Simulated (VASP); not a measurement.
## Zn: single point with PBE

Crystal: Zn.

```xyz
1
Lattice="0.0000 1.9643 1.8726 1.9643 0.0000 1.8726 1.9643 1.9643 0.0000" Properties=species:S:1:pos:R:3 pbc="T T T"
Zn    0.0000    0.0000    0.0000
```

This cell differs from its parent crystal: engineering shear strain xy +0.0000, normal strain along z -0.0467.

| Property | Result |
| --- | --- |
| Program | VASP 6.6.1 |
| Task | single point |
| Functional | PBE |
| Potentials or basis | VASP PAW PBE potentials, release 64 (Zn) |
| Cutoff | 520 eV |
| k mesh | 20 × 20 × 20 |
| Occupations | gaussian, width 0.15 eV |
| Spin | no spin polarisation |
| Dipole correction | no |
| Further INCAR settings | ALGO = Fast; EDIFF = 1e-07; NBANDS = 12 |

The pressure is 4.2 GPa and the band gap on the k mesh is zero (bands 6 and 7 overlap by 3.53 eV).

Stress tensor (GPa, compression positive):
```
3.36 0.00 0.00
0.00 3.36 0.00
0.00 0.00 6.02
```

Levels at points of the mesh, in eV from the Fermi level:
| k point | band 2 | band 3 | band 4 | band 5 | band 6 | band 7 | band 8 | band 9 | band 10 | band 11 |
| --- | --- | --- | --- | --- | --- | --- | --- | --- | --- | --- |
| (0.00, 0.00, 0.00) | -7.82 | -7.82 | -7.69 | -7.42 | -7.31 | 18.86 | 19.00 | 19.00 | 19.27 | 21.66 |
| (0.50, 0.00, 0.00) | -7.85 | -7.72 | -7.08 | -7.03 | -3.13 | -1.31 | 15.13 | 16.04 | 18.26 | 18.87 |
| (0.50, 0.50, 0.00) | -8.44 | -7.07 | -6.97 | -6.97 | -0.57 | 2.71 | 8.00 | 8.00 | 11.83 | 13.02 |
| (0.50, 0.00, 0.50) | -8.45 | -7.07 | -7.02 | -6.94 | -1.41 | 1.49 | 8.88 | 9.14 | 12.68 | 14.14 |

Run time: 38 s on 1 thread of Intel(R) Xeon(R) 6975P-C (Granite Rapids), on a shared host, peak memory 0.21 GiB.

Caveat: the cell differs from its parent crystal (engineering shear strain xy +0.0000, normal strain along z -0.0467); the cell stands under pressure.
